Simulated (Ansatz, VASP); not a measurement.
# Two plane-wave programs on CuNi5

```
CELL_PARAMETERS angstrom
2.49178 0.00000 0.00000
-1.24589 2.15795 0.00000
0.00000 0.00000 12.36697
ATOMIC_POSITIONS crystal
Cu 0.66667 0.33333 0.00000
Ni 0.33333 0.66667 0.82901
Ni 0.33333 0.66667 0.17099
Ni 0.33333 0.66667 0.50000
Ni 0.66667 0.33333 0.33504
Ni 0.66667 0.33333 0.66496
```

Alike in both runs: functional PBE; k mesh 6 × 6 × 2; occupations gaussian, width 0.1 eV; collinear spin.

Ansatz relaxed the structure, and its values are those at the end. VASP's run is a single point on that final structure, the one shown.

|  | VASP | Ansatz |
| --- | --- | --- |
| version | VASP 6.6.1 | Ansatz 0.2.0 |
| potentials or method | VASP PAW PBE potentials, release 64 (Cu, Ni), cutoff 520 eV | scalar-relativistic, plane waves, PAW |
| valence electrons in the cell | 61 | 109 |

|  | VASP | Ansatz | Ansatz less VASP |
| --- | --- | --- | --- |
| gap on the k mesh at the Fermi level (eV) | none | none | - |
| pressure (GPa) | 0.0 | -0.1 | -0.06 |
| net moment per atom (μB) | 0.52 | 0.52 | +0.003 |
| size of the moment on the site where the two differ most (μB) | 0.70 | 0.73 | +0.031 |

Site moments also hang on the region over which each program counts them. A gap of «none» marks a metal or a gap that the smearing closes. With one functional, cell and mesh, what is left measures potentials, basis and numerics. VASP's potentials hold 61 valence electrons a cell and Ansatz's 109, so a difference there can come from the potentials and not from the codes.

The k mesh is coarse, so the values compare programs but aren't converged.
